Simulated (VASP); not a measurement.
Wanted: the native input for a VASP 6.6.1 run.

```
Task                   : single point
Functional             : PBEsol
Potentials or basis    : VASP PAW PBE potentials, release 64 (Al, N)
Cutoff                 : 520 eV
k mesh                 : 9 × 9 × 6
Occupations            : gaussian, width 0.05 eV
Spin                   : no spin polarisation
Dipole correction      : no
Further INCAR settings : ALGO = Normal; EDIFF = 1e-06; NBANDS = 16
```

The structure of AlN lies in POSCAR:

```
AlN
1.0
    3.3355829084      0.0000000000      0.0000000000
   -1.6677914542      2.8886995351      0.0000000000
    0.0000000000      0.0000000000      4.2505333002
Al N
2 2
Direct
    0.3333333333      0.6666666667      0.7500000000
    0.6666666667      0.3333333333      0.2500000000
    0.3333333333      0.6666666667      0.2500000000
    0.6666666667      0.3333333333      0.7500000000
```

This cell differs from its parent crystal: volume 10.239 Å^3 an atom, c/a of the conventional cell 1.2743.

The input as run:

INCAR

```
ALGO = Normal
EDIFF = 1E-6
ENCUT = 520
GGA = PS
ISIF = 2
ISMEAR = 0
LASPH = True
LCHARG = False
LREAL = False
LWAVE = False
NBANDS = 16
NELM = 60
PREC = Accurate
SIGMA = 0.05
```

KPOINTS

```
k-points
0
Gamma
  9 9 6
```

Potentials or basis: VASP PAW PBE potentials, release 64 (Al, N).

Command:

```sh
$ cat potpaw_PBE.64/Al/POTCAR potpaw_PBE.64/N/POTCAR > POTCAR
$ mpirun -np 1 vasp_std > vasp.out
```

It gave:

```yaml
Pressure: -8.8 GPa
Band_gap_on_the_k_mesh: 2.95 eV, direct
```

Caveat: the PAW data sets were made with another functional, which shifts forces and pressure a little.

Run time: 62 s on 1 thread of AMD EPYC 7R13, with other jobs on the host, peak memory 0.14 GiB.
